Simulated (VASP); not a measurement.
Here is a VASP 6.6.1 calculation.

INCAR

```
ALGO = Normal
EDIFF = 1E-6
ENCUT = 520
GGA = PE
ISIF = 2
ISMEAR = 0
LASPH = T
LCHARG = T
LELF = T
LREAL = F
LVHAR = T
LWAVE = F
NBANDS = 12
NELM = 100
PREC = Accurate
SIGMA = 0.1
```

The input KPOINTS:

```
k-points
0
Gamma
  8 8 8
```

POSCAR

```
Ga
1.0
   -1.7406372864      1.7406372864      1.7406372864
    1.7406372864     -1.7406372864      1.7406372864
    1.7406372864      1.7406372864     -1.7406372864
Ga
1
Direct
    0.0000000000      0.0000000000      0.0000000000
```

Potentials or basis: VASP PAW PBE potentials, release 64 (Ga_d).

The run is started by

```sh
$ cat potpaw_PBE.64/Ga_d/POTCAR > POTCAR
$ mpirun -np 1 vasp_std > vasp.out
```

(1) Predict the pressure.

## Answers

(1) -3.2 GPa.
